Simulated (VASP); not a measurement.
The system is Li3SeF.

```
Li Se F
1.0
     4.66526    0.00000    0.00000
    -2.33263    4.04023    0.00000
     0.00000    0.00000    3.78245
Li Se F
3 1 1
Direct
  0.50000 0.00000 0.00000
  0.00000 0.50000 0.00000
  0.50000 0.50000 0.00000
  0.00000 0.00000 0.50000
  0.00000 0.00000 0.00000
```

The cell was built from a structure type or drawn by symmetry, and may not be a known phase.

| Item | Value |
| --- | --- |
| Program | VASP 6.6.1 |
| Task | relaxation of cell and atoms |
| Functional | PBE |
| Potentials or basis | VASP PAW PBE potentials, release 64 (Li_sv, Se, F) |
| Cutoff | 600 eV |
| k mesh | 6 × 6 × 4 |
| Occupations | gaussian, width 0.1 eV |
| Spin | no spin polarisation |

At the start: pressure 22.4 GPa; volume 14.26 Å³/atom.

How do energy, volume and symmetry change on relaxing?

Over 4 steps the energy falls by 409.8 meV/atom and the volume is 20.49 Å³/atom (+43.7 %); space group P6/mmm (No. 191, to 0.1 Å) before and after.

The path:
```tsv
step	energy change (eV)	largest force (eV/Å)	pressure (GPa)	volume (Å³)
1	0.0000	0.0000	22.37	71.29
2	-1.9303	0.0000	3.57	93.58
3	-2.0415	0.0000	0.81	100.12
4	-2.0491	0.0000	-0.04	102.46
```

Final structure:
```cif
data_structure
_symmetry_space_group_name_H-M 'P 1'
_symmetry_Int_Tables_number 1
_cell_length_a 5.0488
_cell_length_b 5.0488
_cell_length_c 4.6414
_cell_angle_alpha 90.000
_cell_angle_beta 90.000
_cell_angle_gamma 120.000
_cell_volume 102.46
loop_
_atom_site_label
_atom_site_type_symbol
_atom_site_fract_x
_atom_site_fract_y
_atom_site_fract_z
_atom_site_occupancy
Li1 Li 0.50000 0.00000 0.00000 1
Li2 Li 0.00000 0.50000 0.00000 1
Li3 Li 0.50000 0.50000 0.00000 1
Se1 Se 0.00000 0.00000 0.50000 1
F1 F 0.00000 0.00000 0.00000 1
```

Caveat: the k points lie up to 0.34 Å⁻¹ apart in the final cell, too coarse for converged energies and pressures of a metal; the cutoff is under 1.25 times the usual one of these potentials, so pressure, stress and relaxed cells hold a basis-set (Pulay) error; the volume moved by over 15 % at a fixed basis, so the end points are rough.
